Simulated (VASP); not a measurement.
# Ir (Fd-3m) in VASP: further runs

The runs below take Ir through single point, with PBEsol.

All numbers are computed with VASP 6.6.1; they aren't measurements. Logs are shortened: lines on timing, memory, paths and dates and some standing lists are left out, and cuts for length are marked.

### Step 1. The cell of the first run

Symmetry: Fd-3m, No. 227, cubic system. Conventional cell: a = 4.512 Å, b = 4.512 Å, c = 4.512 Å, α = 90.00°, β = 90.00°, γ = 90.00°. Within 2.6 Å of Ir (site symmetry -43m) lie 4 Ir at 1.95 Å.

### Step 2. Single point, PBEsol (volume scaled by 0.55)

INCAR reads:

```
SYSTEM = Ir
PREC = Accurate
ENCUT = 520
EDIFF = 1E-6
ISMEAR = -1
SIGMA = 0.05
LREAL = .False.
LASPH = .True.
NELM = 80
ALGO = Normal
ISIF = 2
LWAVE = .False.
LCHARG = .True.
GGA = PS
LELF = .True.
LVHAR = .True.
NBANDS = 16
```

KPOINTS reads:

```
Automatic mesh
0
Gamma
  13 13 13
  0 0 0
```

POSCAR reads:

```
Ir
1.0
    0.0000000000      2.2557774008      2.2557774008
    2.2557774008      0.0000000000      2.2557774008
    2.2557774008      2.2557774008      0.0000000000
Ir
2
Direct
   -0.1250000000     -0.1250000000     -0.1250000000
    0.1250000000      0.1250000000      0.1250000000
```

Potentials or basis: VASP PAW PBE potentials, release 64 (Ir).

The run is started by

```bash
$ cat potpaw_PBE.64/Ir/POTCAR > POTCAR
$ mpirun -np 1 vasp_std > vasp.out
```

OUTCAR:

```text
SYSTEM = Ir
   PREC = Accurate
   ENCUT = 520
   EDIFF = 1E-6
   ISMEAR = -1
   LREAL = .False.
   LASPH = .True.
   NELM = 80
   ISIF = 2
   GGA = PS

 ion  position               nearest neighbor table
   1  0.875  0.875  0.875-   2 1.95   2 1.95   2 1.95   2 1.95
   2  0.125  0.125  0.125-   1 1.95   1 1.95   1 1.95   1 1.95

  LATTYP: Found a face centered cubic cell.
 ALAT       =     4.5115548016

  Lattice vectors:

 A1 = (   0.0000000000,   2.2557774008,   2.2557774008)
 A2 = (   2.2557774008,   0.0000000000,   2.2557774008)
 A3 = (   2.2557774008,   2.2557774008,   0.0000000000)

Analysis of symmetry for initial positions (statically):
=====================================================================
 Subroutine PRICEL returns:
 Original cell was already a primitive cell.

 Routine SETGRP: Setting up the symmetry group for a
 face centered cubic supercell.

 Subroutine GETGRP returns: Found 48 space group operations
 (whereof 12 operations were pure point group operations)
 out of a pool of 48 trial point group operations.

The static configuration has the point symmetry D_3d.
 The point group associated with its full space group is O_h .

Analysis of symmetry for dynamics (positions and initial velocities):
=====================================================================
 Subroutine PRICEL returns:
 Original cell was already a primitive cell.

 Routine SETGRP: Setting up the symmetry group for a
 face centered cubic supercell.

 Subroutine GETGRP returns: Found 48 space group operations
 (whereof 12 operations were pure point group operations)
 out of a pool of 48 trial point group operations.

The dynamic configuration has the point symmetry D_3d.
 The point group associated with its full space group is O_h .

 Subroutine INISYM returns: Found 48 space group operations
 (whereof 12 operations are pure point group operations),
 and found     1 'primitive' translations

----------------------------------------------------------------------------------------

                                     Primitive cell

  volume of cell :      22.9572

  direct lattice vectors                    reciprocal lattice vectors
     0.000000000  2.255777401  2.255777401    -0.221653076  0.221653076  0.221653076
     2.255777401  0.000000000  2.255777401     0.221653076 -0.221653076  0.221653076
     2.255777401  2.255777401  0.000000000     0.221653076  0.221653076 -0.221653076

  length of vectors
     3.190150994  3.190150994  3.190150994     0.383914390  0.383914390  0.383914390

  position of ions in fractional coordinates (direct lattice)
     0.875000000  0.875000000  0.875000000
     0.125000000  0.125000000  0.125000000

  ion indices of the primitive-cell ions
   primitive index   ion index
                 1           1
                 2           2

----------------------------------------------------------------------------------------

 KPOINTS: Automatic mesh

Automatic generation of k-mesh.
 Grid dimensions read from file:
 generate k-points for:   13   13   13

 Generating k-lattice:

  Cartesian coordinates                     Fractional coordinates (reciprocal lattice)
    -0.017050237  0.017050237  0.017050237     0.076923077  0.000000000  0.000000000
     0.017050237 -0.017050237  0.017050237     0.000000000  0.076923077  0.000000000
     0.017050237  0.017050237 -0.017050237     0.000000000  0.000000000  0.076923077

  Length of vectors
     0.029531876  0.029531876  0.029531876

  Shift w.r.t. Gamma in fractional coordinates (k-lattice)
     0.000000000  0.000000000  0.000000000

 Subroutine IBZKPT returns following result:
 ===========================================

 Found     84 irreducible k-points:

 Following reciprocal coordinates:
            Coordinates               Weight
  0.000000  0.000000  0.000000      1.000000
  0.076923  0.000000  0.000000      8.000000
  0.153846  0.000000  0.000000      8.000000
  0.230769  0.000000  0.000000      8.000000
  0.307692  0.000000  0.000000      8.000000
  0.384615  0.000000  0.000000      8.000000
[... 16 lines left out ...]
  0.384615  0.153846  0.000000     24.000000
  0.461538  0.153846  0.000000     24.000000
 [... further k-points ...]
   k-points           NKPTS =     84   k-points in BZ     NKDIM =     84   number of bands    NBANDS=     16
   number of dos      NEDOS =    301   number of ions     NIONS =      2
   total plane-waves  NPLWV =  13824
   dimension x,y,z NGX =    24 NGY =   24 NGZ =   24
   dimension x,y,z NGXF=    48 NGYF=   48 NGZF=   48
   ions per type =               2
   NGX,Y,Z   is equivalent  to a cutoff of  12.51, 12.51, 12.51 a.u.
   NGXF,Y,Z  is equivalent  to a cutoff of  25.01, 25.01, 25.01 a.u.
 SYSTEM =  Ir
   PREC   = accura    normal or accurate (medium, high low for compatibility)
   ISTART =      0    job   : 0-new  1-cont  2-samecut
   ICHARG =      2    charge: 1-file 2-atom 10-const
   ISPIN  =      1    spin polarized calculation?
   LNONCOLLINEAR =      F non collinear calculations
   LSORBIT =      F    spin-orbit coupling
   LASPH  =      T    aspherical Exc in radial PAW
   ENCUT  =  520.0 eV  38.22 Ry    6.18 a.u.   5.93  5.93  5.93*2*pi/ulx,y,z
   NELM   =     80;   NELMIN=  2; NELMDL= -5     # of ELM steps
   EDIFF  = 0.1E-05   stopping-criterion for ELM
   LREAL  =      F    real-space projection
   EDIFFG = 0.1E-04   stopping-criterion for IOM
   NSW    =      0    number of steps for IOM
   IBRION =     -1    ionic relax: 0-MD 1-quasi-New 2-CG
   NFREE  =      0    steps in history (QN), initial steepest desc. (CG)
   ISIF   =      2    stress and relaxation
   ISYM   =      2    0-nonsym 1-usesym 2-fastsym
   POTIM  = 0.5000    time-step for ionic-motion
   TEBEG  =    0.0;   TEEND  =   0.0 temperature during run
   PSTRESS=    0.0 pullay stress
   NELECT =      18.0000    total number of electrons
   NUPDOWN=      -1.0000    fix difference up-down
   EMIN   =  10.00;   EMAX   =-10.00  energy-range for DOS
   EFERMI =   0.00;   METHOD = LEGACY
   ISMEAR =    -1;   SIGMA  =   0.05  broadening in eV -4-tet -1-fermi 0-gaus
   EFERMI_NEDOS =   21; number of points for ismear=-14 and -15
   IALGO  =     38    algorithm
   IMIX   =      4    mixing-type and parameters
     AMIX     =   0.40;   BMIX     =  1.00
     AMIX_MAG =   1.60;   BMIX_MAG =  1.00
  volume/ion in A,a.u.               =      11.48        77.46
  Fermi-wavevector in a.u.,A,eV,Ry     =   1.509591  2.852714 31.005859  2.278866
  Thomas-Fermi vector in A             =   2.619893
   LORBIT       =      0    0 simple, 1 ext, 2 COOP (PROOUT), +10 PAW based schemes
   GGA     = PS    functional components
   LHFCALC =     F    Hartree Fock is set to
   AEXX    =    0.0000 exact exchange contribution
   IVDW    =     0    specifies the selected vdW correction
   LEPSILON=     F    determine dielectric tensor
   LRPA    =     F    only Hartree local field effects (RPA)
 non-spin polarized calculation
  energy-cutoff  :      520.00
  volume of cell :       22.96
 maximum number of plane-waves:       628
   NGX = 11   NGY = 11   NGZ = 11

 number of electron      18.0000000 magnetization

 Free energy of the ion-electron system (eV)
  ---------------------------------------------------
  ext. energy  EPLUGINS =         0.00000000
  ---------------------------------------------------
  free energy    TOTEN  =        -1.91023301 eV

  energy without entropy =       -1.90276981  energy(sigma->0) =       -1.90650141

 E-fermi :  15.0540     XC(G=0): -14.8978

 val. band max:       15.0384493095   @ k =  -0.3846   0.3077   0.0000
 cond. band min:      15.0964026946   @ k =   0.4615   0.3846   0.0769
 fundamental gap:      0.0579533851
 Fermi energy:        15.0539915725

 k-point     1 :       0.0000    0.0000    0.0000
  band No.  band energies     occupation
      1       1.8833      2.00000
      2       3.8137      2.00000
      3       3.8137      2.00000
      4       6.5131      2.00000
      5       6.5131      2.00000
      6       6.5131      2.00000
[... 8 lines left out ...]
     15      28.4114      0.00000
     16      30.5448      0.00000

 k-point     2 :       0.0769    0.0000    0.0000
  band No.  band energies     occupation
      1       2.0898      2.00000
      2       3.7303      2.00000
      3       3.7303      2.00000
      4       6.4563      2.00000
      5       6.6879      2.00000
      6       6.6879      2.00000
[... 8 lines left out ...]
     15      29.5090      0.00000
     16      30.9384      0.00000

 k-point     3 :       0.1538    0.0000    0.0000
  band No.  band energies     occupation
      1       2.6643      2.00000
      2       3.5880      2.00000
      3       3.5880      2.00000
      4       6.3212      2.00000
      5       7.0180      2.00000
      6       7.0180      2.00000
[... 8 lines left out ...]
     15      30.6553      0.00000
     16      31.3107      0.00000

 k-point     4 :       0.2308    0.0000    0.0000
  band No.  band energies     occupation
      1       3.4351      2.00000
      2       3.5439      2.00000
      3       3.5439      2.00000
      4       6.2033      2.00000
      5       7.1195      2.00000
      6       7.1195      2.00000
[... 8 lines left out ...]
     15      29.3585      0.00000
     16      33.0484      0.00000
[... 324 lines left out ...]
 k-point    22 :       0.3077    0.1538    0.0000
  band No.  band energies     occupation
      1       2.5342      2.00000
      2       4.2054      2.00000
      3       4.8082      2.00000
      4       6.0581      2.00000
      5       6.1270      2.00000
      6       8.1782      2.00000
[... 8 lines left out ...]
     15      30.2171      0.00000
     16      31.3462      0.00000

 k-point    23 :       0.3846    0.1538    0.0000
  band No.  band energies     occupation
      1       2.6409      2.00000
      2       4.1614      2.00000
      3       5.0916      2.00000
      4       5.7076      2.00000
      5       6.3730      2.00000
      6       8.0241      2.00000
[... 8 lines left out ...]
     15      29.9035      0.00000
     16      30.8711      0.00000

 k-point    24 :       0.4615    0.1538    0.0000
  band No.  band energies     occupation
      1       2.8282      2.00000
      2       3.9701      2.00000
      3       4.9134      2.00000
      4       5.7345      2.00000
      5       6.6318      2.00000
      6       7.6410      2.00000
[... 8 lines left out ...]
     15      28.7270      0.00000
     16      32.0672      0.00000

 [... further k-points ...]
[... 5 lines left out ...]
  --------------------------------------------------------------------------------------
  -------------------------------------------------------------------------------------
  Total       61.8257760     61.8257760     61.8257760      0.0000000     -0.0000000     -0.0000000
  in kB     4314.8076352   4314.8076352   4314.8076352      0.0000000     -0.0000000     -0.0000000
  external PRESSURE =    4314.8076352 kB  Pullay stress =       0.0000000 kB

 VOLUME and BASIS-vectors are now :
 -----------------------------------------------------------------------------
  energy-cutoff  :      520.00
  volume of cell :       22.96
      direct lattice vectors                 reciprocal lattice vectors
     0.000000000  2.255777401  2.255777401    -0.221653076  0.221653076  0.221653076
     2.255777401  0.000000000  2.255777401     0.221653076 -0.221653076  0.221653076
     2.255777401  2.255777401  0.000000000     0.221653076  0.221653076 -0.221653076

 POSITION                                       TOTAL-FORCE (eV/Angst)
 -----------------------------------------------------------------------------------
      3.94761      3.94761      3.94761        -0.000000      0.000000      0.000000
      0.56394      0.56394      0.56394         0.000000     -0.000000     -0.000000
 -----------------------------------------------------------------------------------
    total drift:                                0.000000      0.000000      0.000000

  FREE ENERGIE OF THE ION-ELECTRON SYSTEM (eV)
  ---------------------------------------------------
  free  energy   TOTEN  =        -1.9102330133 eV

  energy  without entropy=       -1.9027698053  energy(sigma->0) =       -1.90650141
```

Wall time 39 s (1 thread of AMD EPYC 7R13, shared host); peak memory 0.13 GiB.

Results:

| Item | Value |
| --- | --- |
| Free energy | -1.9102 eV |
| Pressure | 431.5 GPa |
| Band gap on the k mesh | zero (band 9 reaches 17.48 eV, above the bottom of band 10 at 13.83 eV) |

Caveat: the PAW data sets were made with another functional, which shifts forces and pressure a little; spin-orbit coupling is left out, which moves the levels of the heavy elements.

### Step 3. Single point, PBEsol (volume scaled by 0.65)

INCAR reads:

```
  ALGO = Normal
  EDIFF = 1E-6
  ENCUT = 520
  GGA = PS
  ISIF = 2
  ISMEAR = -1
  LASPH = True
  LCHARG = False
  LREAL = False
  LWAVE = False
  NBANDS = 16
  NELM = 80
  PREC = Accurate
  SIGMA = 0.05
```

KPOINTS reads:

```
k-points
0
Gamma
  13 13 13
```

POSCAR reads:

```
Ir
1.0
    0.0000000000      2.3849528477      2.3849528477
    2.3849528477      0.0000000000      2.3849528477
    2.3849528477      2.3849528477      0.0000000000
Ir
2
Direct
   -0.1250000000     -0.1250000000     -0.1250000000
    0.1250000000      0.1250000000      0.1250000000
```

Potentials or basis: VASP PAW PBE potentials, release 64 (Ir).

The run is started by

```bash
$ cat potpaw_PBE.64/Ir/POTCAR > POTCAR
$ mpirun -np 1 vasp_std > vasp.out
```

OUTCAR:

```text
EDIFF = 1E-6
   ENCUT = 520
   GGA = PS
   ISIF = 2
   ISMEAR = -1
   LASPH = True
   LREAL = False
   NELM = 80
   PREC = Accurate

 ion  position               nearest neighbor table
   1  0.875  0.875  0.875-   2 2.07   2 2.07   2 2.07   2 2.07
   2  0.125  0.125  0.125-   1 2.07   1 2.07   1 2.07   1 2.07

  LATTYP: Found a face centered cubic cell.
 ALAT       =     4.7699056954

  Lattice vectors:

 A1 = (   0.0000000000,   2.3849528477,   2.3849528477)
 A2 = (   2.3849528477,   0.0000000000,   2.3849528477)
 A3 = (   2.3849528477,   2.3849528477,   0.0000000000)

Analysis of symmetry for initial positions (statically):
=====================================================================
 Subroutine PRICEL returns:
 Original cell was already a primitive cell.

 Routine SETGRP: Setting up the symmetry group for a
 face centered cubic supercell.

 Subroutine GETGRP returns: Found 48 space group operations
 (whereof 12 operations were pure point group operations)
 out of a pool of 48 trial point group operations.

The static configuration has the point symmetry D_3d.
 The point group associated with its full space group is O_h .

Analysis of symmetry for dynamics (positions and initial velocities):
=====================================================================
 Subroutine PRICEL returns:
 Original cell was already a primitive cell.

 Routine SETGRP: Setting up the symmetry group for a
 face centered cubic supercell.

 Subroutine GETGRP returns: Found 48 space group operations
 (whereof 12 operations were pure point group operations)
 out of a pool of 48 trial point group operations.

The dynamic configuration has the point symmetry D_3d.
 The point group associated with its full space group is O_h .

 Subroutine INISYM returns: Found 48 space group operations
[... 105 lines left out ...]
   POTIM  = 0.5000    time-step for ionic-motion
   TEBEG  =    0.0;   TEEND  =   0.0 temperature during run
   PSTRESS=    0.0 pullay stress
   NELECT =      18.0000    total number of electrons
   NUPDOWN=      -1.0000    fix difference up-down
   EMIN   =  10.00;   EMAX   =-10.00  energy-range for DOS
   EFERMI =   0.00;   METHOD = LEGACY
   ISMEAR =    -1;   SIGMA  =   0.05  broadening in eV -4-tet -1-fermi 0-gaus
   EFERMI_NEDOS =   21; number of points for ismear=-14 and -15
   IALGO  =     38    algorithm
   IMIX   =      4    mixing-type and parameters
     AMIX     =   0.40;   BMIX     =  1.00
     AMIX_MAG =   1.60;   BMIX_MAG =  1.00
  volume/ion in A,a.u.               =      13.57        91.55
  Fermi-wavevector in a.u.,A,eV,Ry     =   1.427828  2.698204 27.738096  2.038693
  Thomas-Fermi vector in A             =   2.547955
   LORBIT       =      0    0 simple, 1 ext, 2 COOP (PROOUT), +10 PAW based schemes
   GGA     = PS    functional components
   LHFCALC =     F    Hartree Fock is set to
   AEXX    =    0.0000 exact exchange contribution
   IVDW    =     0    specifies the selected vdW correction
   LEPSILON=     F    determine dielectric tensor
   LRPA    =     F    only Hartree local field effects (RPA)
 non-spin polarized calculation
  energy-cutoff  :      520.00
  volume of cell :       27.13
 maximum number of plane-waves:       748
 NGX is ok and might be reduce to    28
   NGX = 13   NGY = 13   NGZ = 13

 number of electron      18.0000000 magnetization

 Free energy of the ion-electron system (eV)
  ---------------------------------------------------
  ext. energy  EPLUGINS =         0.00000000
  ---------------------------------------------------
  free energy    TOTEN  =       -10.21121134 eV

  energy without entropy =      -10.20343037  energy(sigma->0) =      -10.20732086

 E-fermi :  11.9033     XC(G=0): -13.9062

 val. band max:       11.8949274115   @ k =  -0.3077   0.2308   0.0769
 cond. band min:      11.9416525155   @ k =   0.3846   0.3846   0.0000
 fundamental gap:      0.0467251040
 Fermi energy:        11.9032994313

 k-point     1 :       0.0000    0.0000    0.0000
  band No.  band energies     occupation
      1       0.1006      2.00000
      2       2.6666      2.00000
      3       2.6666      2.00000
      4       4.4575      2.00000
      5       4.4575      2.00000
      6       4.4575      2.00000
[... 433 lines left out ...]
      3       3.4726      2.00000
      4       4.1050      2.00000
      5       4.1511      2.00000
      6       5.4666      2.00000
[... 8 lines left out ...]
     15      23.7727      0.00000
     16      28.1873      0.00000

 [... further k-points ...]
[... 5 lines left out ...]
  --------------------------------------------------------------------------------------
  -------------------------------------------------------------------------------------
  Total       38.2529062     38.2529062     38.2529062      0.0000000      0.0000000     -0.0000000
  in kB     2258.9448638   2258.9448638   2258.9448638      0.0000000      0.0000000     -0.0000000
  external PRESSURE =    2258.9448638 kB  Pullay stress =       0.0000000 kB

 VOLUME and BASIS-vectors are now :
 -----------------------------------------------------------------------------
  energy-cutoff  :      520.00
  volume of cell :       27.13
      direct lattice vectors                 reciprocal lattice vectors
     0.000000000  2.384952848  2.384952848    -0.209647751  0.209647751  0.209647751
     2.384952848  0.000000000  2.384952848     0.209647751 -0.209647751  0.209647751
     2.384952848  2.384952848  0.000000000     0.209647751  0.209647751 -0.209647751

 POSITION                                       TOTAL-FORCE (eV/Angst)
 -----------------------------------------------------------------------------------
      4.17367      4.17367      4.17367         0.000000      0.000000      0.000000
      0.59624      0.59624      0.59624        -0.000000     -0.000000     -0.000000
 -----------------------------------------------------------------------------------
    total drift:                                0.000000     -0.000000     -0.000000

  FREE ENERGIE OF THE ION-ELECTRON SYSTEM (eV)
  ---------------------------------------------------
  free  energy   TOTEN  =       -10.2112113429 eV

  energy  without entropy=      -10.2034303695  energy(sigma->0) =      -10.20732086
```

Run time: 58 s. Hardware: 1 thread of AMD EPYC 7R13, shared host; peak memory 0.15 GiB.

What came out:

```
Free energy            : -10.2112 eV
Pressure               : 225.9 GPa
Band gap on the k mesh : zero (band 9 reaches 13.90 eV, above the bottom of band 10 at 10.83 eV)
```

Caveat: the PAW data sets were made with another functional, which shifts forces and pressure a little; spin-orbit coupling is left out, which moves the levels of the heavy elements.

(Part 1 of 2 ends here.)
